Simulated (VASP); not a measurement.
A run of VASP 6.6.1 is set up as follows.

INCAR

```
ALGO = Normal ; EDIFF = 1E-6
ENCUT = 690 ; GGA = PS
GGA_COMPAT = F ; ISIF = 2
ISMEAR = -1 ; ISPIN = 2
LASPH = T ; LCHARG = F
LMAXMIX = 4 ; LORBIT = 11
LREAL = F ; LWAVE = F
MAGMOM = 0 0 2 2 2 2 ; NBANDS = 66
NELM = 200 ; PREC = Accurate
SIGMA = 0.05
```

The input KPOINTS:

```
k-points
0
Gamma
  7 7 7
```

POSCAR

```
LuInCo4
1.0
    0.0000000000      3.4594503792      3.4594503792
    3.4594503792      0.0000000000      3.4594503792
    3.4594503792      3.4594503792      0.0000000000
Lu In Co
1 1 4
Direct
    0.2500000000      0.2500000000      0.2500000000
    0.0000000000      0.0000000000      0.0000000000
    0.6252380000      0.6252380000      0.6252380000
    0.6252380000      0.6252380000      0.1242860000
    0.6252380000      0.1242860000      0.6252380000
    0.1242860000      0.6252380000      0.6252380000
```

Potentials or basis: VASP PAW PBE potentials, release 64 (Lu, In_d, Co_sv).

The run is started by

```sh
$ cat potpaw_PBE.64/Lu/POTCAR potpaw_PBE.64/In_d/POTCAR potpaw_PBE.64/Co_sv/POTCAR > POTCAR
$ mpirun -np 1 vasp_std > vasp.out
```

(1) What does it give for the pressure?

(2) What does it give for the net moment?

(3) Predict the site moments.

Answers

(1) -2.6 GPa.

(2) 4.54 μB per cell.

(3) Lu -0.17; In -0.04; Co +1.23 μB.

Caveat: the PAW data sets were made with another functional, which shifts forces and pressure a little.
